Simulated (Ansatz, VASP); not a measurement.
# Two plane-wave programs on Ru

File INCAR:

```
  ALGO = Normal
  EDIFF = 1E-6
  EDIFFG = -0.01
  ENCUT = 600
  IBRION = 2
  ISIF = 3
  ISMEAR = -1
  LASPH = True
  LCHARG = False
  LREAL = False
  LWAVE = False
  NELM = 100
  NSW = 80
  PREC = Accurate
  SIGMA = 0.1
```

File KPOINTS:

```
k-points
0
Gamma
  15 15 15
```

File POSCAR:

```
Ru
1.0
   -1.5020265709      1.5020265709      1.5020265709
    1.5020265709     -1.5020265709      1.5020265709
    1.5020265709      1.5020265709     -1.5020265709
Ru
1
Direct
    0.0000000000      0.0000000000      0.0000000000
```

Input for Ansatz:

```yaml
crystal:
  lattice:
    - [-1.5020265709, 1.5020265709, 1.5020265709]
    - [1.5020265709, -1.5020265709, 1.5020265709]
    - [1.5020265709, 1.5020265709, -1.5020265709]
  atoms:
    - { symbol: Ru, position: [0.0, 0.0, 0.0] }
hamiltonian:
  xc: lda
  pseudopotentials:
    kind: paw
    azcp:
      Ru: "pseudopotentials/Ru.paw.azcp"
basis:
  ecutwfc: 420
  fft_grid_basis: typed
kpoints:
  mp_grid: { grid: [15, 15, 15], shift: [0, 0, 0] }
magnetization:
  spin_polarized: false
scf:
  occupations: { method: fermi_dirac, width: 0.1 }
relax:
  max_steps: 60
  f_tol: 0.01
  cell: {}
```

Alike in both runs: task relaxation of cell and atoms; functional LDA; k mesh 15 × 15 × 15; occupations fermi-dirac, width 0.1 eV; no spin polarisation.

```csv
,VASP,Ansatz
version,VASP 6.6.1,Ansatz 0.2.0
potentials or method,"VASP PAW LDA potentials, release 64 (Ru_pv), cutoff 600 eV","plane waves (420 eV) with PAW, scalar-relativistic"
valence electrons in the cell,14,16
```

Ansatz gave:

* relaxed volume (Å³/atom): 13.51
* relaxed cell length with the largest relative difference (Å): 2.599

Q: What did VASP give for the same quantities?

A: Relaxed volume (Å³/atom): 13.54; relaxed cell length with the largest relative difference (Å): 2.601.

Ansatz warns that its potentials were made for another functional, while VASP's fit it. LDA's correlation is that of Perdew and Zunger in VASP and of Perdew and Wang (1992) in Ansatz. VASP's potentials hold 14 valence electrons a cell and Ansatz's 16, so a difference there can come from the potentials and not from the codes.
